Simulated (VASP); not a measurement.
# AsRu (zincblende type) (F-43m) in VASP: notebook

AsRu (zincblende type) is run at these levels: LDA; tasks: single point.

All numbers are computed with VASP 6.6.1; they aren't measurements. Logs are shortened: lines on timing, memory, paths and dates and some standing lists are left out, and cuts for length are marked.

### 1 The cell of the first run

It takes space group F-43m (No. 216, cubic). The conventional cell has a = 5.145 Å, b = 5.145 Å, c = 5.145 Å, α = 90.00°, β = 90.00°, γ = 90.00°. Ru (site symmetry -43m) has 4 As at 2.23 Å within 2.9 Å. As (site symmetry -43m) has 4 Ru at 2.23 Å within 2.9 Å.

### 2 Single point, LDA

File INCAR:

```
  ALGO = Normal
  EDIFF = 1E-6
  ENCUT = 500
  GGA_COMPAT = False
  ISIF = 2
  ISMEAR = -1
  LASPH = True
  LCHARG = False
  LREAL = False
  LWAVE = False
  NBANDS = 16
  NELM = 120
  PREC = Accurate
  SIGMA = 0.08
```

File KPOINTS:

```
k-points
0
Gamma
  12 12 12
```

File POSCAR:

```
AsRu
1.0
    0.0000000000      2.5724307535      2.5724307535
    2.5724307535      0.0000000000      2.5724307535
    2.5724307535      2.5724307535      0.0000000000
Ru As
1 1
Direct
    0.0000000000      0.0000000000      0.0000000000
    0.2500000000      0.2500000000      0.2500000000
```

Potentials or basis: VASP PAW LDA potentials, release 64 (Ru_pv, As).

The run is started by

```bash
cat potpaw_LDA.64/Ru_pv/POTCAR potpaw_LDA.64/As/POTCAR > POTCAR
mpirun -np 1 vasp_std > vasp.out
```

OUTCAR:

```text
EDIFF = 1E-6
   ENCUT = 500
   ISIF = 2
   ISMEAR = -1
   LASPH = True
   LREAL = False
   NELM = 120
   PREC = Accurate

 ion  position               nearest neighbor table
   1  0.000  0.000  0.000-   2 2.23   2 2.23   2 2.23   2 2.23
   2  0.250  0.250  0.250-   1 2.23   1 2.23   1 2.23   1 2.23

  LATTYP: Found a face centered cubic cell.
 ALAT       =     5.1448615070

  Lattice vectors:

 A1 = (   0.0000000000,   2.5724307535,   2.5724307535)
 A2 = (   2.5724307535,   0.0000000000,   2.5724307535)
 A3 = (   2.5724307535,   2.5724307535,   0.0000000000)

Analysis of symmetry for initial positions (statically):
=====================================================================
 Subroutine PRICEL returns:
 Original cell was already a primitive cell.

 Routine SETGRP: Setting up the symmetry group for a
 face centered cubic supercell.

 Subroutine GETGRP returns: Found 24 space group operations
 (whereof 24 operations were pure point group operations)
 out of a pool of 48 trial point group operations.

The static configuration has the point symmetry T_d .

Analysis of symmetry for dynamics (positions and initial velocities):
=====================================================================
 Subroutine PRICEL returns:
 Original cell was already a primitive cell.

 Routine SETGRP: Setting up the symmetry group for a
 face centered cubic supercell.

 Subroutine GETGRP returns: Found 24 space group operations
 (whereof 24 operations were pure point group operations)
 out of a pool of 48 trial point group operations.

The dynamic configuration has the point symmetry T_d .

 Subroutine INISYM returns: Found 24 space group operations
 (whereof 24 operations are pure point group operations),
 and found     1 'primitive' translations

----------------------------------------------------------------------------------------

                                     Primitive cell

  volume of cell :      34.0456

  direct lattice vectors                    reciprocal lattice vectors
     0.000000000  2.572430753  2.572430753    -0.194368692  0.194368692  0.194368692
     2.572430753  0.000000000  2.572430753     0.194368692 -0.194368692  0.194368692
     2.572430753  2.572430753  0.000000000     0.194368692  0.194368692 -0.194368692

  length of vectors
     3.637966460  3.637966460  3.637966460     0.336656449  0.336656449  0.336656449

  position of ions in fractional coordinates (direct lattice)
     0.000000000  0.000000000  0.000000000
     0.250000000  0.250000000  0.250000000

  ion indices of the primitive-cell ions
   primitive index   ion index
                 1           1
                 2           2

----------------------------------------------------------------------------------------

 KPOINTS: k-points

Automatic generation of k-mesh.
 Grid dimensions read from file:
 generate k-points for:   12   12   12

 Generating k-lattice:

  Cartesian coordinates                     Fractional coordinates (reciprocal lattice)
    -0.016197391  0.016197391  0.016197391     0.083333333  0.000000000  0.000000000
     0.016197391 -0.016197391  0.016197391     0.000000000  0.083333333  0.000000000
     0.016197391  0.016197391 -0.016197391     0.000000000  0.000000000  0.083333333

  Length of vectors
     0.028054704  0.028054704  0.028054704

  Shift w.r.t. Gamma in fractional coordinates (k-lattice)
     0.000000000  0.000000000  0.000000000

 Subroutine IBZKPT returns following result:
 ===========================================

 Found     72 irreducible k-points:

 Following reciprocal coordinates:
            Coordinates               Weight
  0.000000  0.000000  0.000000      1.000000
  0.083333  0.000000  0.000000      8.000000
  0.166667  0.000000  0.000000      8.000000
  0.250000  0.000000  0.000000      8.000000
  0.333333  0.000000  0.000000      8.000000
  0.416667  0.000000  0.000000      8.000000
[... 16 lines left out ...]
  0.500000  0.166667  0.000000     24.000000
 -0.416667  0.166667  0.000000     24.000000
 [... further k-points ...]
   k-points           NKPTS =     72   k-points in BZ     NKDIM =     72   number of bands    NBANDS=     16
   number of dos      NEDOS =    301   number of ions     NIONS =      2
   total plane-waves  NPLWV =  21952
   dimension x,y,z NGX =    28 NGY =   28 NGZ =   28
   dimension x,y,z NGXF=    56 NGYF=   56 NGZF=   56
   ions per type =               1   1
   NGX,Y,Z   is equivalent  to a cutoff of  12.80, 12.80, 12.80 a.u.
   NGXF,Y,Z  is equivalent  to a cutoff of  25.59, 25.59, 25.59 a.u.
 SYSTEM =  unknown system
   PREC   = accura    normal or accurate (medium, high low for compatibility)
   ISTART =      0    job   : 0-new  1-cont  2-samecut
   ICHARG =      2    charge: 1-file 2-atom 10-const
   ISPIN  =      1    spin polarized calculation?
   LNONCOLLINEAR =      F non collinear calculations
   LSORBIT =      F    spin-orbit coupling
   LASPH  =      T    aspherical Exc in radial PAW
   ENCUT  =  500.0 eV  36.75 Ry    6.06 a.u.   6.63  6.63  6.63*2*pi/ulx,y,z
   NELM   =    120;   NELMIN=  2; NELMDL= -5     # of ELM steps
   EDIFF  = 0.1E-05   stopping-criterion for ELM
   LREAL  =      F    real-space projection
   EDIFFG = 0.1E-04   stopping-criterion for IOM
   NSW    =      0    number of steps for IOM
   IBRION =     -1    ionic relax: 0-MD 1-quasi-New 2-CG
   NFREE  =      0    steps in history (QN), initial steepest desc. (CG)
   ISIF   =      2    stress and relaxation
   ISYM   =      2    0-nonsym 1-usesym 2-fastsym
   POTIM  = 0.5000    time-step for ionic-motion
   TEBEG  =    0.0;   TEEND  =   0.0 temperature during run
   PSTRESS=    0.0 pullay stress
   NELECT =      19.0000    total number of electrons
   NUPDOWN=      -1.0000    fix difference up-down
   EMIN   =  10.00;   EMAX   =-10.00  energy-range for DOS
   EFERMI =   0.00;   METHOD = LEGACY
   ISMEAR =    -1;   SIGMA  =   0.08  broadening in eV -4-tet -1-fermi 0-gaus
   EFERMI_NEDOS =   21; number of points for ismear=-14 and -15
   IALGO  =     38    algorithm
   IMIX   =      4    mixing-type and parameters
     AMIX     =   0.40;   BMIX     =  1.00
     AMIX_MAG =   1.60;   BMIX_MAG =  1.00
  volume/ion in A,a.u.               =      17.02       114.88
  Fermi-wavevector in a.u.,A,eV,Ry     =   1.347842  2.547052 24.717408  1.816678
  Thomas-Fermi vector in A             =   2.475560
   LORBIT       =      0    0 simple, 1 ext, 2 COOP (PROOUT), +10 PAW based schemes
   GGA     = CA    functional components
   LHFCALC =     F    Hartree Fock is set to
   AEXX    =    0.0000 exact exchange contribution
   IVDW    =     0    specifies the selected vdW correction
   LEPSILON=     F    determine dielectric tensor
   LRPA    =     F    only Hartree local field effects (RPA)
 non-spin polarized calculation
  energy-cutoff  :      500.00
  volume of cell :       34.05
 maximum number of plane-waves:       886
   NGX = 13   NGY = 13   NGZ = 13

 number of electron      18.9999995 magnetization

 Free energy of the ion-electron system (eV)
  ---------------------------------------------------
  ext. energy  EPLUGINS =         0.00000000
  ---------------------------------------------------
  free energy    TOTEN  =       -15.29644159 eV

  energy without entropy =      -15.27855852  energy(sigma->0) =      -15.28750006

 E-fermi :   8.0143     XC(G=0): -11.7855

 val. band max:        7.9853594810   @ k =   0.5000   0.3333   0.0833
 cond. band min:       8.0208180177   @ k =   0.5000   0.4167   0.0833
 fundamental gap:      0.0354585366
 Fermi energy:         8.0143386612

 k-point     1 :       0.0000    0.0000    0.0000
  band No.  band energies     occupation
      1     -34.1671      2.00000
      2     -34.1671      2.00000
      3     -34.1671      2.00000
      4      -5.1679      2.00000
      5       3.1484      2.00000
      6       3.1484      2.00000
[... 8 lines left out ...]
     15      17.5358      0.00000
     16      17.5358      0.00000

 k-point     2 :       0.0833    0.0000    0.0000
  band No.  band energies     occupation
      1     -34.1720      2.00000
      2     -34.1679      2.00000
      3     -34.1679      2.00000
      4      -5.0789      2.00000
      5       3.0671      2.00000
      6       3.1951      2.00000
[... 8 lines left out ...]
     15      17.6448      0.00000
     16      17.6448      0.00000

 k-point     3 :       0.1667    0.0000    0.0000
  band No.  band energies     occupation
      1     -34.1856      2.00000
      2     -34.1700      2.00000
      3     -34.1700      2.00000
      4      -4.8282      2.00000
      5       2.8763      2.00000
      6       3.3164      2.00000
[... 8 lines left out ...]
     15      17.9495      0.00000
     16      17.9495      0.00000

 k-point     4 :       0.2500    0.0000    0.0000
  band No.  band energies     occupation
      1     -34.2040      2.00000
      2     -34.1730      2.00000
      3     -34.1730      2.00000
      4      -4.4665      2.00000
      5       2.6916      2.00000
      6       3.4608      2.00000
[... 8 lines left out ...]
     15      18.3293      0.00000
     16      18.3293      0.00000
[... 324 lines left out ...]
 k-point    22 :       0.4167    0.1667    0.0000
  band No.  band energies     occupation
      1     -34.2266      2.00000
      2     -34.1849      2.00000
      3     -34.1826      2.00000
      4      -3.7622      2.00000
      5       2.5081      2.00000
      6       3.6891      2.00000
[... 8 lines left out ...]
     15      19.1563      0.00000
     16      19.4165      0.00000

 k-point    23 :       0.5000    0.1667    0.0000
  band No.  band energies     occupation
      1     -34.2348      2.00000
      2     -34.1887      2.00000
      3     -34.1829      2.00000
      4      -3.5486      2.00000
      5       2.7055      2.00000
      6       3.6236      2.00000
[... 8 lines left out ...]
     15      19.3080      0.00000
     16      19.4565      0.00000

 k-point    24 :      -0.4167    0.1667    0.0000
  band No.  band energies     occupation
      1     -34.2355      2.00000
      2     -34.1909      2.00000
      3     -34.1816      2.00000
      4      -3.5206      2.00000
      5       2.8704      2.00000
      6       3.4887      2.00000
[... 8 lines left out ...]
     15      19.1751      0.00000
     16      19.4566      0.00000

 [... further k-points ...]

------------------------ aborting loop because EDIFF is reached ----------------------------------------

  FORCE on cell =-STRESS in cart. coord.  units (eV):
  Direction    XX          YY          ZZ          XY          YZ          ZX
  --------------------------------------------------------------------------------------
  -------------------------------------------------------------------------------------
  Total        5.5753696      5.5753696      5.5753696     -0.0000000      0.0000000     -0.0000000
  in kB      262.3754330    262.3754330    262.3754330     -0.0000000      0.0000000     -0.0000000
  external PRESSURE =     262.3754330 kB  Pullay stress =       0.0000000 kB

 VOLUME and BASIS-vectors are now :
 -----------------------------------------------------------------------------
  energy-cutoff  :      500.00
  volume of cell :       34.05
      direct lattice vectors                 reciprocal lattice vectors
     0.000000000  2.572430753  2.572430753    -0.194368692  0.194368692  0.194368692
     2.572430753  0.000000000  2.572430753     0.194368692 -0.194368692  0.194368692
     2.572430753  2.572430753  0.000000000     0.194368692  0.194368692 -0.194368692

 POSITION                                       TOTAL-FORCE (eV/Angst)
 -----------------------------------------------------------------------------------
      0.00000      0.00000      0.00000        -0.000000     -0.000000     -0.000000
      1.28622      1.28622      1.28622         0.000000      0.000000      0.000000
 -----------------------------------------------------------------------------------
    total drift:                               -0.000001     -0.000001     -0.000001

  FREE ENERGIE OF THE ION-ELECTRON SYSTEM (eV)
  ---------------------------------------------------
  free  energy   TOTEN  =       -15.2964415934 eV

  energy  without entropy=      -15.2785585236  energy(sigma->0) =      -15.28750006
```

It took 37 s on 1 thread of Intel Xeon Platinum 8259CL at 2.50GHz (Skylake/Cascade Lake), shared host; peak memory 0.16 GiB.

What came out:

```yaml
Free_energy: -15.2964 eV
Pressure: 26.2 GPa
Band_gap_on_the_k_mesh: zero (an odd number of electrons rules out a gap without spin polarisation)
```

Levels at points of the mesh, in eV from the Fermi level:
| k point | band 5 | band 6 | band 7 | band 8 | band 9 | band 10 | band 11 | band 12 | band 13 | band 14 |
| --- | --- | --- | --- | --- | --- | --- | --- | --- | --- | --- |
| (0.00, 0.00, 0.00) | -4.87 | -4.87 | -4.87 | -1.70 | -1.70 | 4.55 | 6.58 | 6.58 | 6.58 | 9.52 |
| (0.50, 0.00, 0.00) | -5.30 | -4.38 | -4.38 | -1.35 | -1.35 | -0.69 | 3.74 | 3.74 | 5.95 | 10.79 |
| (0.50, 0.50, 0.00) | -6.24 | -2.85 | -2.85 | -2.38 | -1.01 | 0.08 | 0.46 | 0.46 | 7.76 | 8.19 |

Caveat: the cell stands under pressure.

### 3 Single point, LDA

File INCAR:

```
SYSTEM = AsRu
ALGO     = Normal         ! electronic algorithm
EDIFF    = 1E-6           ! SCF threshold, eV
ENCUT    = 500            ! plane-wave cutoff, eV
GGA_COMPAT= .False.      
ISIF     = 2              ! what is computed and relaxed
ISMEAR   = -1             ! smearing method
LASPH    = .True.         ! aspherical terms in the spheres
LCHARG   = .False.        ! write CHGCAR
LREAL    = .False.        ! projectors in reciprocal space
LWAVE    = .False.        ! write WAVECAR
NBANDS   = 16             ! bands
NELM     = 120            ! most SCF steps
PREC     = Accurate       ! precision mode
SIGMA    = 0.08           ! smearing width, eV
```

File KPOINTS:

```
k-points
0
Gamma
  12 12 12
  0 0 0
```

File POSCAR:

```
AsRu
1.0
    0.0000000000      2.5729717786      2.5729717786
    2.5729717786      0.0000000000      2.5729717786
    2.5729717786      2.5729717786      0.0000000000
Ru As
1 1
Direct
    0.0000000000      0.0000000000      0.0000000000
    0.2500000000      0.2500000000      0.2500000000
```

Potentials or basis: VASP PAW LDA potentials, release 64 (Ru_pv, As).

The run is started by

```bash
cat potpaw_LDA.64/Ru_pv/POTCAR potpaw_LDA.64/As/POTCAR > POTCAR
mpirun -np 1 vasp_std > vasp.out
```

Run time: 41 s. Hardware: 1 thread of Intel Xeon Platinum 8259CL at 2.50GHz (Skylake/Cascade Lake), shared host; peak memory 0.16 GiB.

The run converged. Its results:

- Free energy: -15.3000 eV
- Pressure: 26.1 GPa
- Band gap on the k mesh: zero (an odd number of electrons rules out a gap without spin polarisation)

Levels at points of the mesh, in eV from the Fermi level:
| k point | band 6 | band 7 | band 8 | band 9 | band 10 | band 11 | band 12 | band 13 |
| --- | --- | --- | --- | --- | --- | --- | --- | --- |
| (0.00, 0.00, 0.00) | -4.86 | -4.86 | -1.70 | -1.70 | 4.55 | 6.57 | 6.57 | 6.57 |
| (0.50, 0.00, 0.00) | -4.38 | -4.38 | -1.35 | -1.35 | -0.69 | 3.74 | 3.74 | 5.94 |
| (0.50, 0.50, 0.00) | -2.85 | -2.85 | -2.37 | -1.01 | 0.08 | 0.46 | 0.46 | 7.76 |

Caveat: the cell stands under pressure.

The gap in the log of VASP goes by the Fermi energy; the results here count the filled bands.